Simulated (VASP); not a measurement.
# TiSe2 (P-3m1) in VASP: a series of runs

Runs on TiSe2. Level: r2SCAN+D3(BJ)+U. Tasks: single point.

The COD entry that gives the cell may itself be a prediction, so a difference from it is no test against experiment.

All numbers are computed with VASP 6.6.1; they aren't measurements. Logs are shortened: lines on timing, memory, paths and dates and some standing lists are left out, and cuts for length are marked.

### 1 The cell of the first run

Symmetry: P-3m1, No. 164, trigonal system. Conventional cell: a = 3.536 Å, b = 3.536 Å, c = 6.004 Å, α = 90.00°, β = 90.00°, γ = 120.00°. Within 3.4 Å of Ti (site symmetry -3m) lie 6 Se at 2.55 Å. Se (site symmetry 3m) has 3 Ti at 2.55 Å within 3.4 Å.

### 2 Single point, r2SCAN+D3(BJ)+U

Input file POSCAR:

```
TiSe2
1.0
    3.5360000000      0.0000000000      0.0000000000
   -1.7680000000      3.0622660000      0.0000000000
    0.0000000000      0.0000000000      6.0040000000
Ti Se
1 2
Direct
    0.0000000000      0.0000000000      0.0000000000
    0.3333333333      0.6666666667      0.2552000000
    0.6666666667      0.3333333333      0.7448000000
```

Input file INCAR.step1:

```
PREC = Accurate ; ENCUT = 550
ISMEAR = 0 ; SIGMA = 0.01
LREAL = False ; LASPH = True
NELM = 200 ; LMAXMIX = 4
LDAU = True ; LDAUTYPE = 2
LDAUL = 2 -1 ; LDAUU = 3.5 0
LDAUJ = 0 0 ; NBANDS = 19
GGA = PE ; ALGO = Normal
EDIFF = 1E-5 ; LWAVE = True
LCHARG = False ; GGA_COMPAT = False
```

Input file INCAR.step2:

```
PREC = Accurate ; ENCUT = 550
EDIFF = 1E-6 ; ISMEAR = 0
SIGMA = 0.01 ; LREAL = False
LASPH = True ; NELM = 200
ALGO = Normal ; ISIF = 2
LWAVE = False ; LCHARG = False
LMAXMIX = 4 ; LDAU = True
LDAUTYPE = 2 ; LDAUL = 2 -1
LDAUU = 3.5 0 ; LDAUJ = 0 0
LDAUPRINT = 1 ; METAGGA = R2SCAN
LMIXTAU = True ; IVDW = 12
VDW_S6 = 1.0 ; VDW_S8 = 0.78981345
VDW_A1 = 0.49484001 ; VDW_A2 = 5.73083694
NBANDS = 19 ; ISTART = 1
GGA_COMPAT = False
```

Input file KPOINTS:

```
Automatic mesh
0
Gamma
  3 3 2
  0 0 0.5
```

Potentials or basis: VASP PAW PBE potentials, release 64 (Ti_sv, Se).

Launch:

```sh
cat potpaw_PBE.64/Ti_sv/POTCAR potpaw_PBE.64/Se/POTCAR > POTCAR
cp INCAR.step1 INCAR
mpirun -np 1 vasp_std > vasp.out
cp INCAR.step2 INCAR
mpirun -np 1 vasp_std > vasp.out
```

OUTCAR:

```text
PREC = Accurate
   ENCUT = 550
   EDIFF = 1E-6
   ISMEAR = 0
   LREAL = False
   LASPH = True
   NELM = 200
   ISIF = 2
   METAGGA = R2SCAN
   IVDW = 12
   ISTART = 1
 IVDW          = 12

 ion  position               nearest neighbor table
   1  0.000  0.000  0.000-   2 2.55   3 2.55   3 2.55   2 2.55   3 2.55   2 2.55
   2  0.333  0.667  0.255-   1 2.55   1 2.55   1 2.55
   3  0.667  0.333  0.745-   1 2.55   1 2.55   1 2.55

  LATTYP: Found a hexagonal cell.
 ALAT       =     3.5360000000
 C/A-ratio  =     1.6979638009

  Lattice vectors:

 A1 = (   3.5360000000,   0.0000000000,   0.0000000000)
 A2 = (  -1.7680000000,   3.0622660000,   0.0000000000)
 A3 = (   0.0000000000,   0.0000000000,   6.0040000000)

Analysis of symmetry for initial positions (statically):
=====================================================================
 Subroutine PRICEL returns:
 Original cell was already a primitive cell.

 Routine SETGRP: Setting up the symmetry group for a
 hexagonal supercell.

 Subroutine GETGRP returns: Found 12 space group operations
 (whereof 12 operations were pure point group operations)
 out of a pool of 24 trial point group operations.

The static configuration has the point symmetry D_3d.

Analysis of symmetry for dynamics (positions and initial velocities):
=====================================================================
 Subroutine PRICEL returns:
 Original cell was already a primitive cell.

 Routine SETGRP: Setting up the symmetry group for a
 hexagonal supercell.

 Subroutine GETGRP returns: Found 12 space group operations
 (whereof 12 operations were pure point group operations)
 out of a pool of 24 trial point group operations.

The dynamic configuration has the point symmetry D_3d.

 Subroutine INISYM returns: Found 12 space group operations
 (whereof 12 operations are pure point group operations),
 and found     1 'primitive' translations

----------------------------------------------------------------------------------------

                                     Primitive cell

  volume of cell :      65.0123

  direct lattice vectors                    reciprocal lattice vectors
     3.536000000  0.000000000  0.000000000     0.282805430  0.163277782  0.000000000
    -1.768000000  3.062266000  0.000000000     0.000000000  0.326555564  0.000000000
     0.000000000  0.000000000  6.004000000     0.000000000  0.000000000  0.166555630

  length of vectors
     3.536000000  3.536000149  6.004000000     0.326555578  0.326555564  0.166555630

  position of ions in fractional coordinates (direct lattice)
     0.000000000  0.000000000  0.000000000
     0.333333333  0.666666667  0.255200000
     0.666666667  0.333333333  0.744800000

  ion indices of the primitive-cell ions
   primitive index   ion index
                 1           1
                 2           2
                 3           3

----------------------------------------------------------------------------------------

 KPOINTS: Automatic mesh

Automatic generation of k-mesh.
 Grid dimensions read from file:
 generate k-points for:    3    3    2

 Generating k-lattice:

  Cartesian coordinates                     Fractional coordinates (reciprocal lattice)
     0.094268477  0.054425927  0.000000000     0.333333333  0.000000000  0.000000000
     0.000000000  0.108851855  0.000000000     0.000000000  0.333333333  0.000000000
     0.000000000  0.000000000  0.083277815     0.000000000  0.000000000  0.500000000

  Length of vectors
     0.108851859  0.108851855  0.083277815

  Shift w.r.t. Gamma in fractional coordinates (k-lattice)
     0.000000000  0.000000000  0.500000000

 Subroutine IBZKPT returns following result:
 ===========================================

 Found      4 irreducible k-points:

 Following reciprocal coordinates:
            Coordinates               Weight
  0.000000  0.000000  0.250000      2.000000
  0.333333  0.000000  0.250000      6.000000
  0.000000  0.333333  0.250000      6.000000
  0.333333  0.333333  0.250000      4.000000
   k-points           NKPTS =      4   k-points in BZ     NKDIM =      4   number of bands    NBANDS=     19
   number of dos      NEDOS =    301   number of ions     NIONS =      3
   total plane-waves  NPLWV =  37632
   dimension x,y,z NGX =    28 NGY =   28 NGZ =   48
   dimension x,y,z NGXF=    56 NGYF=   56 NGZF=   96
   ions per type =               1   2
   NGX,Y,Z   is equivalent  to a cutoff of  13.16, 13.16, 13.29 a.u.
   NGXF,Y,Z  is equivalent  to a cutoff of  26.33, 26.33, 26.58 a.u.
 SYSTEM =  unknown system
   PREC   = accura    normal or accurate (medium, high low for compatibility)
   ISTART =      1    job   : 0-new  1-cont  2-samecut
   ICHARG =      0    charge: 1-file 2-atom 10-const
   ISPIN  =      1    spin polarized calculation?
   LNONCOLLINEAR =      F non collinear calculations
   LSORBIT =      F    spin-orbit coupling
   LASPH  =      T    aspherical Exc in radial PAW
   ENCUT  =  550.0 eV  40.42 Ry    6.36 a.u.   6.76  6.76 11.48*2*pi/ulx,y,z
   NELM   =    200;   NELMIN=  2; NELMDL=  0     # of ELM steps
   EDIFF  = 0.1E-05   stopping-criterion for ELM
   LREAL  =      F    real-space projection
   EDIFFG = 0.1E-04   stopping-criterion for IOM
   NSW    =      0    number of steps for IOM
   IBRION =     -1    ionic relax: 0-MD 1-quasi-New 2-CG
   NFREE  =      0    steps in history (QN), initial steepest desc. (CG)
   ISIF   =      2    stress and relaxation
   ISYM   =      2    0-nonsym 1-usesym 2-fastsym
   POTIM  = 0.5000    time-step for ionic-motion
   TEBEG  =    0.0;   TEEND  =   0.0 temperature during run
   PSTRESS=    0.0 pullay stress
   NELECT =      24.0000    total number of electrons
   NUPDOWN=      -1.0000    fix difference up-down
   EMIN   =  10.00;   EMAX   =-10.00  energy-range for DOS
   EFERMI =   0.00;   METHOD = LEGACY
   ISMEAR =     0;   SIGMA  =   0.01  broadening in eV -4-tet -1-fermi 0-gaus
   EFERMI_NEDOS =   21; number of points for ismear=-14 and -15
   IALGO  =     38    algorithm
   IMIX   =      4    mixing-type and parameters
     AMIX     =   0.40;   BMIX     =  1.00
     AMIX_MAG =   1.60;   BMIX_MAG =  1.00
  volume/ion in A,a.u.               =      21.67       146.24
  Fermi-wavevector in a.u.,A,eV,Ry     =   1.174393  2.219280 18.765127  1.379198
  Thomas-Fermi vector in A             =   2.310790
   LORBIT       =      0    0 simple, 1 ext, 2 COOP (PROOUT), +10 PAW based schemes
 LDA+U is selected, type is set to LDAUTYPE =  2
   angular momentum for each species LDAUL =     2   -1
   U (eV)           for each species LDAUU =   3.5  0.0
   J (eV)           for each species LDAUJ =   0.0  0.0
   METAGGA = R2SCAN    functional components
   LHFCALC =     F    Hartree Fock is set to
   AEXX    =    0.0000 exact exchange contribution
   IVDW    =    12    specifies the selected vdW correction
   LEPSILON=     F    determine dielectric tensor
   LRPA    =     F    only Hartree local field effects (RPA)
 non-spin polarized calculation
 Gauss-broadening in eV      SIGMA  =   0.01
  energy-cutoff  :      550.00
  volume of cell :       65.01
 maximum number of plane-waves:      1908
 NGX is ok and might be reduce to    28
   NGX = 13   NGY = 13   NGZ = 23

atom =   1  type =  1  l = 2

 onsite density matrix

spin component  1

  0.1551 -0.0000  0.0000 -0.1176 -0.0000
 -0.0000  0.2245 -0.0000  0.0000 -0.1176
  0.0000 -0.0000  0.0623 -0.0000  0.0000
 -0.1176  0.0000 -0.0000  0.2245  0.0000
 -0.0000 -0.1176  0.0000  0.0000  0.1551

spin component  2

  0.1551 -0.0000  0.0000 -0.1176 -0.0000
 -0.0000  0.2245 -0.0000  0.0000 -0.1176
  0.0000 -0.0000  0.0623 -0.0000  0.0000
 -0.1176  0.0000 -0.0000  0.2245  0.0000
 -0.0000 -0.1176  0.0000  0.0000  0.1551

 occupancies and eigenvectors

  o =  0.0623  v =  0.0000  0.0000 -1.0000  0.0000  0.0000  0.0000  0.0000  0.0000  0.0000  0.0000      0.0000  0.0000  0.0000  0.0000  0.0000  0.0000  0.0000  0.0000  0.0000  0.0000
  o =  0.0623  v =  0.0000  0.0000  0.0000  0.0000  0.0000  0.0000  0.0000 -1.0000  0.0000  0.0000      0.0000  0.0000  0.0000  0.0000  0.0000  0.0000  0.0000  0.0000  0.0000  0.0000
  o =  0.0672  v =  0.0000  0.0000  0.0000  0.0000  0.0000 -0.8010  0.0000  0.0000 -0.5987 -0.0000      0.0000  0.0000  0.0000  0.0000  0.0000  0.0000  0.0000  0.0000  0.0000  0.0000
  o =  0.0672  v = -0.8010  0.0000  0.0000 -0.5987 -0.0000  0.0000  0.0000  0.0000  0.0000  0.0000      0.0000  0.0000  0.0000  0.0000  0.0000  0.0000  0.0000  0.0000  0.0000  0.0000
  o =  0.0672  v =  0.0000  0.0000  0.0000  0.0000  0.0000  0.0000  0.5987  0.0000  0.0000  0.8010      0.0000  0.0000  0.0000  0.0000  0.0000  0.0000  0.0000  0.0000  0.0000  0.0000
  o =  0.0672  v =  0.0000  0.5987  0.0000  0.0000  0.8010  0.0000  0.0000  0.0000  0.0000  0.0000      0.0000  0.0000  0.0000  0.0000  0.0000  0.0000  0.0000  0.0000  0.0000  0.0000
  o =  0.3124  v =  0.5987  0.0000  0.0000 -0.8010 -0.0000  0.0000  0.0000  0.0000  0.0000  0.0000      0.0000  0.0000  0.0000  0.0000  0.0000  0.0000  0.0000  0.0000  0.0000  0.0000
  o =  0.3124  v =  0.0000  0.0000  0.0000  0.0000  0.0000  0.5987  0.0000  0.0000 -0.8010 -0.0000      0.0000  0.0000  0.0000  0.0000  0.0000  0.0000  0.0000  0.0000  0.0000  0.0000
  o =  0.3124  v =  0.0000  0.8010 -0.0000  0.0000 -0.5987  0.0000  0.0000  0.0000  0.0000  0.0000      0.0000  0.0000  0.0000  0.0000  0.0000  0.0000  0.0000  0.0000  0.0000  0.0000
  o =  0.3124  v =  0.0000  0.0000  0.0000  0.0000  0.0000  0.0000  0.8010 -0.0000  0.0000 -0.5987      0.0000  0.0000  0.0000  0.0000  0.0000  0.0000  0.0000  0.0000  0.0000  0.0000

 number of electron      24.0000001 magnetization

 Free energy of the ion-electron system (eV)
  ---------------------------------------------------
  ext. energy  EPLUGINS =         0.00000000
  ---------------------------------------------------
  free energy    TOTEN  =       -42.81832023 eV

  energy without entropy =      -42.81832023  energy(sigma->0) =      -42.81832023

 E-fermi :   5.2560     XC(G=0): -10.4850

 val. band max:        5.0732789961   @ k =   0.0000   0.0000   0.2500
 cond. band min:       5.3408790247   @ k =   0.0000   0.3333   0.2500
 fundamental gap:      0.2676000286
 Fermi energy:         5.2560113686

 k-point     1 :       0.0000    0.0000    0.2500
  band No.  band energies     occupation
      1     -56.3812      2.00000
      2     -31.5570      2.00000
      3     -31.4791      2.00000
      4     -31.4791      2.00000
      5      -9.6123      2.00000
      6      -8.4768      2.00000
      7      -0.1850      2.00000
      8       2.1785      2.00000
      9       2.1785      2.00000
     10       3.5953      2.00000
     11       5.0733      2.00000
     12       5.0733      2.00000
     13       5.7579      0.00000
     14       5.7580      0.00000
     15       6.4257      0.00000
     16       8.2732      0.00000
     17       8.2732      0.00000
     18      11.1276      0.00000
     19      12.2639      0.00000

 k-point     2 :       0.3333    0.0000    0.2500
  band No.  band energies     occupation
      1     -56.3757      2.00000
      2     -31.5454      2.00000
      3     -31.5403      2.00000
      4     -31.4935      2.00000
      5      -8.5610      2.00000
      6      -8.1187      2.00000
      7       0.2062      2.00000
      8       0.7410      2.00000
      9       1.7435      2.00000
     10       2.2540      2.00000
     11       2.6708      2.00000
     12       3.4342      2.00000
     13       5.4942      0.00000
     14       6.7650      0.00000
     15       6.8488      0.00000
     16       8.1293      0.00000
     17       8.3844      0.00000
     18      11.2023      0.00000
     19      12.7938      0.00000

 k-point     3 :       0.0000    0.3333    0.2500
  band No.  band energies     occupation
      1     -56.3757      2.00000
      2     -31.5454      2.00000
      3     -31.5403      2.00000
      4     -31.4935      2.00000
      5      -8.6442      2.00000
      6      -8.0107      2.00000
      7       0.0358      2.00000
      8       0.5653      2.00000
      9       1.4923      2.00000
     10       2.1285      2.00000
     11       3.6862      2.00000
     12       3.7895      2.00000
     13       5.3409      0.00000
     14       6.7009      0.00000
     15       7.2553      0.00000
     16       7.3514      0.00000
     17       7.9434      0.00000
     18      11.3780      0.00000
     19      11.5954      0.00000

 k-point     4 :       0.3333    0.3333    0.2500
  band No.  band energies     occupation
      1     -56.3730      2.00000
      2     -31.5373      2.00000
      3     -31.5372      2.00000
      4     -31.5367      2.00000
      5      -7.8919      2.00000
      6      -7.8919      2.00000
      7       0.4464      2.00000
      8       0.4665      2.00000
      9       0.4665      2.00000
     10       1.8884      2.00000
     11       2.2565      2.00000
     12       2.2565      2.00000
     13       6.4818      0.00000
     14       6.7540      0.00000
     15       6.7540      0.00000
     16       7.6693      0.00000
     17       7.6693      0.00000
     18      11.6318      0.00000
     19      13.1933      0.00000

------------------------ aborting loop because EDIFF is reached ----------------------------------------

 Edisp (eV)   -0.59938

 E8    (eV) :    -0.2022

  FORCE on cell =-STRESS in cart. coord.  units (eV):
  Direction    XX          YY          ZZ          XY          YZ          ZX
  --------------------------------------------------------------------------------------
  -------------------------------------------------------------------------------------
  Total       2.70131     2.70131     0.38452    -0.00000    -0.00000     0.00000
  in kB      66.57158    66.57158     9.47611    -0.00000    -0.00000     0.00000
  external pressure =       47.54 kB  Pullay stress =        0.00 kB

 VOLUME and BASIS-vectors are now :
 -----------------------------------------------------------------------------
  energy-cutoff  :      550.00
  volume of cell :       65.01
      direct lattice vectors                 reciprocal lattice vectors
     3.536000000  0.000000000  0.000000000     0.282805430  0.163277782  0.000000000
    -1.768000000  3.062266000  0.000000000     0.000000000  0.326555564  0.000000000
     0.000000000  0.000000000  6.004000000     0.000000000  0.000000000  0.166555630

 POSITION                                       TOTAL-FORCE (eV/Angst)
 -----------------------------------------------------------------------------------
      0.00000      0.00000      0.00000        -0.000000      0.000000      0.000000
     -0.00000      2.04151      1.53222         0.000000     -0.000000     -0.108967
      1.76800      1.02076      4.47178        -0.000000     -0.000000      0.108967
 -----------------------------------------------------------------------------------
    total drift:                                0.000000     -0.000000     -0.000000

  FREE ENERGIE OF THE ION-ELECTRON SYSTEM (eV)
  ---------------------------------------------------
  free  energy   TOTEN  =       -43.4176995241 eV

  energy  without entropy=      -43.4176995241  energy(sigma->0) =      -43.41769952
```

It took 43 s on 1 thread of Intel Xeon 6975P-C, shared host; peak memory 0.2 GiB.

What came out:

* Free energy: -43.4177 eV
* Pressure: 4.8 GPa
* Largest force: 0.109 eV/Å
* Band gap on the k mesh: 0.27 eV, indirect (least direct gap 0.68 eV)
* Dispersion energy per atom: -0.200 eV

Forces on the atoms (eV/Å):
```
Ti   0.000  0.000  0.000
Se   0.000  0.000 -0.109
Se   0.000  0.000  0.109
```

Levels at points of the mesh, in eV from the valence-band top:
```csv
k point,band 9,band 10,band 11,band 12,band 13,band 14,band 15,band 16
"(0.00, 0.00, 0.25)",-2.89,-1.48,0.00,0.00,0.68,0.68,1.35,3.20
```

Eigenvalues of the final occupation matrices:
| site | spin | trace | eigenvalues |
| --- | --- | --- | --- |
| site 1 d | 1 | 0.82 | 0.06 0.07 0.07 0.31 0.31 |
| site 1 d | 2 | 0.82 | 0.06 0.07 0.07 0.31 0.31 |

Caveat: the k points lie up to 0.68 Å⁻¹ apart; three body term missing; the PAW data sets were made with another functional, which shifts forces and pressure a little. A k mesh can miss the band edges.

### 3 Single point, r2SCAN+D3(BJ)+U

This run uses another cell than the first one, of 24.11 Å³/atom, 1.112 times its volume.

Input file POSCAR:

```
TiSe2
1.0
    3.6864737855      0.0000000000      0.0000000000
   -1.8432368928      3.1925799487      0.0000000000
    0.0000000000      0.0000000000      6.1443448956
Ti Se
1 2
Direct
    0.0000000000      0.0000000000      0.0000000000
    0.3333333193      0.6666666807      0.2404413368
    0.6666666807      0.3333333193      0.7595586632
```

Input file INCAR.step1:

```
ALGO = Normal
EDIFF = 1E-5
ENCUT = 550
GGA = PE
GGA_COMPAT = False
ISMEAR = 0
LASPH = True
LCHARG = False
LDAU = True
LDAUJ = 0 0
LDAUL = 2 -1
LDAUTYPE = 2
LDAUU = 3.5 0
LMAXMIX = 4
LREAL = False
LWAVE = True
NBANDS = 19
NELM = 200
PREC = Accurate
SIGMA = 0.01
```

Input file INCAR.step2:

```
ALGO = Normal
EDIFF = 1E-6
ENCUT = 550
GGA_COMPAT = False
ISIF = 2
ISMEAR = 0
ISTART = 1
IVDW = 12
LASPH = True
LCHARG = True
LDAU = True
LDAUJ = 0 0
LDAUL = 2 -1
LDAUPRINT = 1
LDAUTYPE = 2
LDAUU = 3.5 0
LELF = True
LMAXMIX = 4
LMIXTAU = True
LREAL = False
LVHAR = True
LWAVE = False
METAGGA = R2SCAN
NBANDS = 19
NELM = 200
PREC = Accurate
SIGMA = 0.01
VDW_A1 = 0.49484001
VDW_A2 = 5.73083694
VDW_S6 = 1.0
VDW_S8 = 0.78981345
```

KPOINTS is that of step 2.

Potentials or basis: VASP PAW PBE potentials, release 64 (Ti_sv, Se).

Launch:

```sh
cat potpaw_PBE.64/Ti_sv/POTCAR potpaw_PBE.64/Se/POTCAR > POTCAR
cp INCAR.step1 INCAR
mpirun -np 1 vasp_std > vasp.out
cp INCAR.step2 INCAR
mpirun -np 1 vasp_std > vasp.out
```

It took 43 s on 1 thread of Intel Xeon 6975P-C, shared host; peak memory 0.2 GiB.

Results (log left out):

```
Free energy                : -43.5199 eV
Pressure                   : -0.8 GPa
Largest force              : 0.017 eV/Å
Band gap on the k mesh     : 0.73 eV, indirect (least direct gap 0.91 eV)
Dispersion energy per atom : -0.179 eV
```

Forces on the atoms (eV/Å):
```
Ti   0.000  0.000  0.000
Se   0.000  0.000 -0.017
Se   0.000  0.000  0.017
```

Stress tensor (GPa, compression positive):
```
-1.00  0.00  0.00
 0.00 -1.00  0.00
 0.00  0.00 -0.50
```

Levels at points of the mesh, in eV from the valence-band top:
```tsv
k point	band 10	band 11	band 12	band 13	band 14	band 15
(0.00, 0.00, 0.25)	-0.93	0.00	0.00	0.91	0.91	1.65
```

Eigenvalues of the final occupation matrices:
```
    site  spin  trace               eigenvalues
site 1 d     1   0.80  0.06 0.06 0.06 0.31 0.31
site 1 d     2   0.80  0.06 0.06 0.06 0.31 0.31
```

Caveat: the k points lie up to 0.66 Å⁻¹ apart; three body term missing; the PAW data sets were made with another functional, which shifts forces and pressure a little.
